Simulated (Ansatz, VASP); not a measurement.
Al3GaN4: VASP beside Ansatz

```
CELL_PARAMETERS angstrom
5.44688 0.00000 0.00011
0.00000 3.38048 0.00000
-0.00350 0.00000 5.41799
ATOMIC_POSITIONS crystal
Al 0.50023 0.50000 0.16733
Al 0.00092 0.50000 0.83481
Al 0.00109 0.00000 0.33169
Ga 0.49942 0.00000 0.66620
N 0.11117 0.00000 0.66633
N 0.12245 0.50000 0.16716
N 0.62512 0.50000 0.84019
N 0.62319 0.00000 0.32629
```

Change from the starting cell: strain +0.080 along x and y, +0.000 along z, atoms carried along.

Alike in both runs: task single point; functional PBEsol; k mesh 6 × 8 × 4; occupations gaussian, width 0.05 eV; no spin polarisation.

```csv
,VASP,Ansatz
version,VASP 6.6.1,Ansatz 0.2.0
potentials or method,"VASP PAW PBE potentials, release 64 (Al, Ga_d, N), cutoff 520 eV","scalar-relativistic, plane waves, PAW"
valence electrons in the cell,42,42
```

```tsv
	VASP	Ansatz	Ansatz less VASP
gap on the k mesh at the Fermi level (eV)	2.11	2.11	-0.007
least direct gap on the mesh (eV)	2.11	2.11	-0.007
pressure (GPa)	-21.5	-21.4	+0.10
traceless stress, the component that is largest in VASP (GPa)	12.30	12.22	-0.078
rms of the force components (eV/Å)	0.246	0.243	-0.0029
```

VASP's potentials were made for PBE, not for PBEsol. Atom by atom the forces differ by 0.005 eV/Å (rms over components). With one functional, cell and mesh, what is left measures potentials, basis and numerics.
